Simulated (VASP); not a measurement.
# Zn4W: single point with PBE

The system is Zn4W.

```
Zn W
1.0
     7.10797    0.00000    0.00000
     0.00000    7.10797    0.00000
     0.00000    0.00000    2.63909
Zn W
4 1
Direct
  0.32357 0.00000 0.50000
  0.67643 0.00000 0.50000
  0.00000 0.32357 0.50000
  0.00000 0.67643 0.50000
  0.00000 0.00000 0.00000
```

The cell was generated, and may not be a known phase.

```json
{
  "Program": "VASP 6.6.1",
  "Task": "single point",
  "Functional": "PBE",
  "Potentials or basis": "VASP PAW PBE potentials, release 64 (Zn, W_sv)",
  "Cutoff": "520 eV",
  "k mesh": "4 × 4 × 4",
  "Occupations": "gaussian, width 0.1 eV",
  "Spin": "no spin polarisation"
}
```

```
Pressure               : 0.1 GPa
Largest force          : 0.003 eV/Å
Band gap on the k mesh : zero (bands 31 and 32 overlap by 1.91 eV)
```

Forces on the atoms (eV/Å):
```
Zn  -0.003  0.000  0.000
Zn   0.003  0.000  0.000
Zn   0.000 -0.003  0.000
Zn   0.000  0.003  0.000
W    0.000  0.000  0.000
```

Levels at points of the mesh, in eV from the Fermi level:
```
           k point  band 27  band 28  band 29  band 30  band 31  band 32  band 33  band 34  band 35  band 36
(0.00, 0.00, 0.00)    -3.97    -3.73    -3.73    -1.48    -1.35    -1.00     1.44     1.44     3.25     3.25
(0.50, 0.00, 0.00)    -4.69    -3.61    -2.85    -1.85    -1.17    -0.40     1.72     2.18     3.23     3.25
(0.50, 0.50, 0.00)    -5.65    -3.29    -2.67    -2.23     0.02     0.02     1.62     2.97     3.23     3.23
(0.00, 0.00, 0.50)    -2.40    -1.37    -1.32     0.32     0.91     1.62     1.62     2.15     3.45     3.98
(0.50, 0.00, 0.50)    -2.09    -1.12    -0.65    -0.37     0.50     0.90     1.21     1.63     3.70     4.18
(0.50, 0.50, 0.50)    -1.41    -0.66    -0.37    -0.36    -0.36     0.52     0.52     0.90     3.48     4.60
```

Wall time 2.2 min on 1 thread of Intel(R) Xeon(R) Platinum 8488C (Sapphire Rapids) (shared host), peak memory 0.27 GiB.

Caveat: the k points lie up to 0.60 Å⁻¹ apart, too coarse for converged energies and pressures of a metal; spin-orbit coupling is left out, which moves the levels of the heavy elements.
